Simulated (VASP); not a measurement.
A run of VASP 6.6.1 is set up as follows.

File INCAR:

```
  ALGO = Fast
  EDIFF = 1E-7
  ENCUT = 520
  GGA = PS
  ISIF = 2
  ISMEAR = 0
  LASPH = T
  LCHARG = T
  LELF = T
  LREAL = F
  LVHAR = T
  LWAVE = F
  NBANDS = 14
  NELM = 100
  PREC = Accurate
  SIGMA = 0.15
```

KPOINTS

```
k-points
0
Gamma
  16 16 16
```

The input POSCAR:

```
TiAl
1.0
    3.1790640000      0.0000000000      0.0000000000
    0.0000000000      3.1790640000      0.0000000000
    0.0000000000      0.0000000000      3.1790640000
Ti Al
1 1
Direct
    0.0000000000      0.0000000000      0.0000000000
    0.5000000000      0.3584489019      0.3584489019
```

Potentials or basis: VASP PAW PBE potentials, release 64 (Ti_sv, Al).

Command:

```bash
$ cat potpaw_PBE.64/Ti_sv/POTCAR potpaw_PBE.64/Al/POTCAR > POTCAR
$ mpirun -np 1 vasp_std > vasp.out
```

Problem. What does it give for the pressure?

Solution. 14.4 GPa.

Problem. Estimate the largest force.

Solution. 5.501 eV/Å.

Stress tensor (GPa, compression positive):
```
24.85  0.00  0.00
 0.00  9.16 15.37
 0.00 15.37  9.16
```

Caveat: the cell differs from its parent crystal (atom 2 (Al) moved by (-0.450, -0.450) A along y and z); the stress differs along the axes, from 9 to 25 GPa; the PAW data sets were made with another functional, which shifts forces and pressure a little.
